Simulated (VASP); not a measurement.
# Ti (Im-3m) in VASP: a series of runs

Runs on Ti. Level: PBE. Tasks: electric field gradients.

Everything below comes from runs of VASP 6.6.1. Logs are shortened: lines on timing, memory, paths and dates and some standing lists are left out, and cuts for length are marked.

## Step 1: The cell of the first run

The structure is cubic, space group Im-3m (No. 229). Conventional cell: a = 3.304 Å, b = 3.304 Å, c = 3.304 Å, α = 90.00°, β = 90.00°, γ = 90.00°. Within 3.8 Å of Ti (site symmetry m-3m) lie 14 Ti at 2.86 to 3.30 Å.

## Step 2: Electric field gradients, PBE (volume scaled by 1.02)

INCAR reads:

```
ALGO = Normal ; EDIFF = 1E-8
ENCUT = 520 ; GGA = PE
ISIF = 2 ; ISMEAR = -1
LASPH = True ; LCHARG = False
LEFG = True ; LREAL = False
LWAVE = False ; NBANDS = 12
NELM = 100 ; PREC = Accurate
SIGMA = 0.05
```

KPOINTS reads:

```
k-points
0
Gamma
  14 14 14
```

POSCAR reads:

```
Ti
1.0
   -1.6518678664      1.6518678664      1.6518678664
    1.6518678664     -1.6518678664      1.6518678664
    1.6518678664      1.6518678664     -1.6518678664
Ti
1
Direct
    0.0000000000      0.0000000000      0.0000000000
```

Potentials or basis: VASP PAW PBE potentials, release 64 (Ti_sv).

Launch:

```
> cat potpaw_PBE.64/Ti_sv/POTCAR > POTCAR
> mpirun -np 1 vasp_std > vasp.out
```

OUTCAR:

```text
EDIFF = 1E-8
   ENCUT = 520
   GGA = PE
   ISIF = 2
   ISMEAR = -1
   LASPH = True
   LREAL = False
   NELM = 100
   PREC = Accurate

 ion  position               nearest neighbor table
   1  0.000  0.000  0.000-

  LATTYP: Found a body centered cubic cell.
 ALAT       =     3.3037357328

  Lattice vectors:

 A1 = (  -1.6518678664,   1.6518678664,   1.6518678664)
 A2 = (   1.6518678664,  -1.6518678664,   1.6518678664)
 A3 = (   1.6518678664,   1.6518678664,  -1.6518678664)

Analysis of symmetry for initial positions (statically):
=====================================================================
 Subroutine PRICEL returns:
 Original cell was already a primitive cell.

 Routine SETGRP: Setting up the symmetry group for a
 body centered cubic supercell.

 Subroutine GETGRP returns: Found 48 space group operations
 (whereof 48 operations were pure point group operations)
 out of a pool of 48 trial point group operations.

The static configuration has the point symmetry O_h .

Analysis of symmetry for dynamics (positions and initial velocities):
=====================================================================
 Subroutine PRICEL returns:
 Original cell was already a primitive cell.

 Routine SETGRP: Setting up the symmetry group for a
 body centered cubic supercell.

 Subroutine GETGRP returns: Found 48 space group operations
 (whereof 48 operations were pure point group operations)
 out of a pool of 48 trial point group operations.

The dynamic configuration has the point symmetry O_h .

 Subroutine INISYM returns: Found 48 space group operations
 (whereof 48 operations are pure point group operations),
 and found     1 'primitive' translations

----------------------------------------------------------------------------------------

                                     Primitive cell

  volume of cell :      18.0296

  direct lattice vectors                    reciprocal lattice vectors
    -1.651867866  1.651867866  1.651867866     0.000000000  0.302687648  0.302687648
     1.651867866 -1.651867866  1.651867866     0.302687648  0.000000000  0.302687648
     1.651867866  1.651867866 -1.651867866     0.302687648  0.302687648  0.000000000

  length of vectors
     2.861119072  2.861119072  2.861119072     0.428064978  0.428064978  0.428064978

  position of ions in fractional coordinates (direct lattice)
     0.000000000  0.000000000  0.000000000

  ion indices of the primitive-cell ions
   primitive index   ion index
                 1           1

----------------------------------------------------------------------------------------

 KPOINTS: k-points

Automatic generation of k-mesh.
 Grid dimensions read from file:
 generate k-points for:   14   14   14

 Generating k-lattice:

  Cartesian coordinates                     Fractional coordinates (reciprocal lattice)
     0.000000000  0.021620546  0.021620546     0.071428571  0.000000000  0.000000000
     0.021620546  0.000000000  0.021620546     0.000000000  0.071428571  0.000000000
     0.021620546  0.021620546  0.000000000     0.000000000  0.000000000  0.071428571

  Length of vectors
     0.030576070  0.030576070  0.030576070

  Shift w.r.t. Gamma in fractional coordinates (k-lattice)
     0.000000000  0.000000000  0.000000000

 Subroutine IBZKPT returns following result:
 ===========================================

 Found    104 irreducible k-points:

 Following reciprocal coordinates:
            Coordinates               Weight
  0.000000  0.000000  0.000000      1.000000
  0.071429  0.000000  0.000000     12.000000
  0.142857  0.000000  0.000000     12.000000
  0.214286  0.000000  0.000000     12.000000
  0.285714  0.000000  0.000000     12.000000
  0.357143  0.000000  0.000000     12.000000
[... 16 lines left out ...]
  0.285714  0.285714  0.000000     24.000000
  0.357143  0.285714  0.000000     24.000000
 [... further k-points ...]
   k-points           NKPTS =    104   k-points in BZ     NKDIM =    104   number of bands    NBANDS=     12
   number of dos      NEDOS =    301   number of ions     NIONS =      1
   total plane-waves  NPLWV =  13824
   dimension x,y,z NGX =    24 NGY =   24 NGZ =   24
   dimension x,y,z NGXF=    48 NGYF=   48 NGZF=   48
   ions per type =               1
   NGX,Y,Z   is equivalent  to a cutoff of  13.95, 13.95, 13.95 a.u.
   NGXF,Y,Z  is equivalent  to a cutoff of  27.89, 27.89, 27.89 a.u.
 SYSTEM =  unknown system
   PREC   = accura    normal or accurate (medium, high low for compatibility)
   ISTART =      0    job   : 0-new  1-cont  2-samecut
   ICHARG =      2    charge: 1-file 2-atom 10-const
   ISPIN  =      1    spin polarized calculation?
   LNONCOLLINEAR =      F non collinear calculations
   LSORBIT =      F    spin-orbit coupling
   LASPH  =      T    aspherical Exc in radial PAW
   ENCUT  =  520.0 eV  38.22 Ry    6.18 a.u.   5.32  5.32  5.32*2*pi/ulx,y,z
   NELM   =    100;   NELMIN=  2; NELMDL= -5     # of ELM steps
   EDIFF  = 0.1E-07   stopping-criterion for ELM
   LREAL  =      F    real-space projection
   EDIFFG = 0.1E-06   stopping-criterion for IOM
   NSW    =      0    number of steps for IOM
   IBRION =     -1    ionic relax: 0-MD 1-quasi-New 2-CG
   NFREE  =      0    steps in history (QN), initial steepest desc. (CG)
   ISIF   =      2    stress and relaxation
   ISYM   =      2    0-nonsym 1-usesym 2-fastsym
   POTIM  = 0.5000    time-step for ionic-motion
   TEBEG  =    0.0;   TEEND  =   0.0 temperature during run
   PSTRESS=    0.0 pullay stress
   NELECT =      12.0000    total number of electrons
   NUPDOWN=      -1.0000    fix difference up-down
   EMIN   =  10.00;   EMAX   =-10.00  energy-range for DOS
   EFERMI =   0.00;   METHOD = LEGACY
   ISMEAR =    -1;   SIGMA  =   0.05  broadening in eV -4-tet -1-fermi 0-gaus
   EFERMI_NEDOS =   21; number of points for ismear=-14 and -15
   IALGO  =     38    algorithm
   IMIX   =      4    mixing-type and parameters
     AMIX     =   0.40;   BMIX     =  1.00
     AMIX_MAG =   1.60;   BMIX_MAG =  1.00
  volume/ion in A,a.u.               =      18.03       121.67
  Fermi-wavevector in a.u.,A,eV,Ry     =   1.429354  2.701088 27.797440  2.043054
  Thomas-Fermi vector in A             =   2.549317
   LORBIT       =      0    0 simple, 1 ext, 2 COOP (PROOUT), +10 PAW based schemes
   GGA     = PE    functional components
[... 5 lines left out ...]
 non-spin polarized calculation
  energy-cutoff  :      520.00
  volume of cell :       18.03
 maximum number of plane-waves:       496
 NGX is ok and might be reduce to    24
   NGX = 11   NGY = 11   NGZ = 11

 number of electron      12.0000003 magnetization

 Free energy of the ion-electron system (eV)
  ---------------------------------------------------
  ext. energy  EPLUGINS =         0.00000000
  ---------------------------------------------------
  free energy    TOTEN  =        -7.72217894 eV

  energy without entropy =       -7.70103937  energy(sigma->0) =       -7.71160915

 E-fermi :   7.6970     XC(G=0): -11.3199

 val. band max:        7.6895001431   @ k =  -0.3571   0.3571   0.0714
 cond. band min:       7.7003122609   @ k =   0.3571   0.1429   0.1429
 fundamental gap:      0.0108121178
 Fermi energy:         7.6970394970

 k-point     1 :       0.0000    0.0000    0.0000
  band No.  band energies     occupation
      1     -48.9053      2.00000
      2     -24.8024      2.00000
      3     -24.8024      2.00000
      4     -24.8024      2.00000
      5       1.8341      2.00000
      6       8.6560      0.00000
      7       8.6560      0.00000
      8       8.6560      0.00000
      9      10.3325      0.00000
     10      10.3325      0.00000
     11      24.8498      0.00000
     12      24.8498      0.00000

 k-point     2 :       0.0714    0.0000    0.0000
  band No.  band energies     occupation
      1     -48.8998      2.00000
      2     -24.8330      2.00000
      3     -24.8120      2.00000
      4     -24.8026      2.00000
      5       2.0026      2.00000
      6       8.5809      0.00000
      7       8.6344      0.00000
      8       8.7763      0.00000
      9      10.2470      0.00000
     10      10.3372      0.00000
     11      24.5461      0.00000
     12      24.8178      0.00000

 k-point     3 :       0.1429    0.0000    0.0000
  band No.  band energies     occupation
      1     -48.8843      2.00000
      2     -24.9180      2.00000
      3     -24.8385      2.00000
      4     -24.8031      2.00000
      5       2.4896      2.00000
      6       8.3775      0.00000
      7       8.5274      0.00000
      8       9.1258      0.00000
      9      10.0868      0.00000
     10      10.3557      0.00000
     11      23.5904      0.00000
     12      24.5048      0.00000

 k-point     4 :       0.2143    0.0000    0.0000
  band No.  band energies     occupation
      1     -48.8618      2.00000
      2     -25.0391      2.00000
      3     -24.8766      2.00000
      4     -24.8037      2.00000
      5       3.2338      2.00000
      6       8.0992      0.00064
      7       8.2866      0.00002
      8       9.6685      0.00000
      9      10.0298      0.00000
     10      10.3972      0.00000
     11      22.0047      0.00000
     12      23.6777      0.00000

 k-point     5 :       0.2857    0.0000    0.0000
  band No.  band energies     occupation
      1     -48.8368      2.00000
      2     -25.1712      2.00000
      3     -24.9187      2.00000
      4     -24.8045      2.00000
      5       4.1050      2.00000
      6       7.8093      0.19161
      7       8.0393      0.00213
      8      10.1094      0.00000
      9      10.3371      0.00000
     10      10.4650      0.00000
     11      20.0733      0.00000
     12      22.6280      0.00000
[... 228 lines left out ...]
      1     -48.7928      2.00000
      2     -25.2942      2.00000
      3     -25.0434      2.00000
      4     -24.8611      2.00000
      5       5.9304      2.00000
      6       7.2223      1.99985
      7       7.6776      1.19228
      8      10.1582      0.00000
      9      10.7141      0.00000
     10      12.5068      0.00000
     11      17.5511      0.00000
     12      18.7608      0.00000

 k-point    22 :       0.3571    0.2143   -0.0000
  band No.  band energies     occupation
      1     -48.7842      2.00000
      2     -25.3107      2.00000
      3     -25.0822      2.00000
      4     -24.8643      2.00000
      5       6.1635      2.00000
      6       7.2832      1.99949
      7       7.6680      1.28230
      8      10.2724      0.00000
      9      10.7588      0.00000
     10      13.3097      0.00000
     11      16.1599      0.00000
     12      18.3615      0.00000

 k-point    23 :       0.2857    0.2857    0.0000
  band No.  band energies     occupation
      1     -48.7830      2.00000
      2     -25.2775      2.00000
      3     -25.1175      2.00000
      4     -24.8716      2.00000
      5       6.4669      2.00000
      6       7.0813      1.99999
      7       7.5335      1.92686
      8      10.3145      0.00000
      9      10.6885      0.00000
     10      13.6282      0.00000
     11      16.8936      0.00000
     12      17.0897      0.00000

 k-point    24 :       0.3571    0.2857    0.0000
  band No.  band energies     occupation
      1     -48.7795      2.00000
      2     -25.2542      2.00000
      3     -25.1621      2.00000
      4     -24.8747      2.00000
      5       6.6461      2.00000
      6       7.1857      1.99993
      7       7.3410      1.99839
      8      10.4267      0.00000
      9      10.6458      0.00000
     10      14.5279      0.00000
     11      15.8036      0.00000
     12      16.8288      0.00000

 [... further k-points ...]
[... 5 lines left out ...]
  --------------------------------------------------------------------------------------
  -------------------------------------------------------------------------------------
  Total       -0.5025891     -0.5025891     -0.5025891      0.0000000      0.0000000     -0.0000000
  in kB      -44.6619563    -44.6619563    -44.6619563      0.0000000      0.0000000     -0.0000000
  external PRESSURE =     -44.6619563 kB  Pullay stress =       0.0000000 kB

 VOLUME and BASIS-vectors are now :
 -----------------------------------------------------------------------------
  energy-cutoff  :      520.00
  volume of cell :       18.03
      direct lattice vectors                 reciprocal lattice vectors
    -1.651867866  1.651867866  1.651867866     0.000000000  0.302687648  0.302687648
     1.651867866 -1.651867866  1.651867866     0.302687648  0.000000000  0.302687648
     1.651867866  1.651867866 -1.651867866     0.302687648  0.302687648  0.000000000

 POSITION                                       TOTAL-FORCE (eV/Angst)
 -----------------------------------------------------------------------------------
      0.00000      0.00000      0.00000         0.000000     -0.000000     -0.000000
 -----------------------------------------------------------------------------------
    total drift:                               -0.000000      0.000000      0.000000

  FREE ENERGIE OF THE ION-ELECTRON SYSTEM (eV)
  ---------------------------------------------------
  free  energy   TOTEN  =        -7.7221789390 eV

  energy  without entropy=       -7.7010393656  energy(sigma->0) =       -7.71160915

 Electric field gradients (V/A^2)
---------------------------------------------------------------------
 ion       V_xx      V_yy      V_zz      V_xy      V_xz      V_yz
---------------------------------------------------------------------
   1      -0.000    -0.000    -0.000     0.001     0.001     0.001
---------------------------------------------------------------------

 Electric field gradients after diagonalization (V/A^2)
 (convention: |V_zz| > |V_xx| > |V_yy|)
----------------------------------------------------------------------
 ion       V_xx      V_yy      V_zz     asymmetry (V_yy - V_xx)/ V_zz
----------------------------------------------------------------------
   1      -0.001    -0.001     0.002       0.000
----------------------------------------------------------------------

           NMR quadrupolar parameters

 Cq : quadrupolar parameter    Cq=e*Q*V_zz/h
 eta: asymmetry parameters     (V_yy - V_xx)/ V_zz
 Q  : nuclear electric quadrupole moment in mb (millibarn)
----------------------------------------------------------------------
 ion       Cq(MHz)       eta       Q (mb)
----------------------------------------------------------------------
   1       0.000       0.000       1.000
----------------------------------------------------------------------
```

Wall time 36 s (1 thread of Intel Xeon Platinum 8259CL at 2.50GHz (Skylake/Cascade Lake), shared host); peak memory 0.14 GiB.

What came out:

```
Free energy            : -7.7222 eV
Pressure               : -4.5 GPa
Band gap on the k mesh : zero (band 6 reaches 8.66 eV, above the bottom of band 7 at 7.06 eV)
```

Levels at points of the mesh, in eV from the Fermi level:
| k point | band 2 | band 3 | band 4 | band 5 | band 6 | band 7 | band 8 | band 9 | band 10 | band 11 |
| --- | --- | --- | --- | --- | --- | --- | --- | --- | --- | --- |
| (0.00, 0.00, 0.00) | -32.50 | -32.50 | -32.50 | -5.86 | 0.96 | 0.96 | 0.96 | 2.64 | 2.64 | 17.15 |
| (0.50, 0.00, 0.00) | -33.09 | -32.69 | -32.50 | -2.36 | -0.35 | 1.04 | 2.62 | 2.95 | 4.07 | 8.37 |
| (0.50, 0.50, 0.50) | -32.91 | -32.91 | -32.91 | -1.97 | -1.97 | 3.74 | 3.74 | 3.74 | 8.09 | 8.09 |

Caveat: without QUAD_EFG the Cq values of the log hold for a quadrupole moment of 1 mb, not for the nuclei.

(Continued in part 2 of 2.)
